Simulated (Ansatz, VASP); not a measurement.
Two plane-wave programs on Hf

```
Hf
1.0
     3.19670    0.00000    0.00000
    -1.59835    2.76842    0.00000
     0.00000    0.00000    5.05780
Hf
2
Direct
  0.33333 0.66667 0.25000
  0.66667 0.33333 0.75000
```

Alike in both runs: task relaxation of cell and atoms; functional PBE; dispersion D3(BJ); k mesh 13 × 13 × 7; occupations fermi-dirac, width 0.15 eV; no spin polarisation.

|  | VASP | Ansatz |
| --- | --- | --- |
| version | VASP 6.6.1 | Ansatz 0.2.0 |
| potentials or method | VASP PAW PBE potentials, release 64 (Hf_pv) | plane waves, PAW |
| plane-wave cutoff (eV) | 500 | 420 |
| valence electrons in the cell | 20 | 52 |

|  | VASP | Ansatz | Ansatz less VASP |
| --- | --- | --- | --- |
| relaxed volume (Å³/atom) | 21.79 | 21.88 | +0.085 |
| relaxed length of the cell vector where the two differ most in proportion (Å) | 5.023 | 5.032 | +0.0083 |

VASP's potentials hold 20 valence electrons a cell and Ansatz's 52, so a difference there can come from the potentials and not from the codes.

Neither program's run includes spin-orbit coupling.
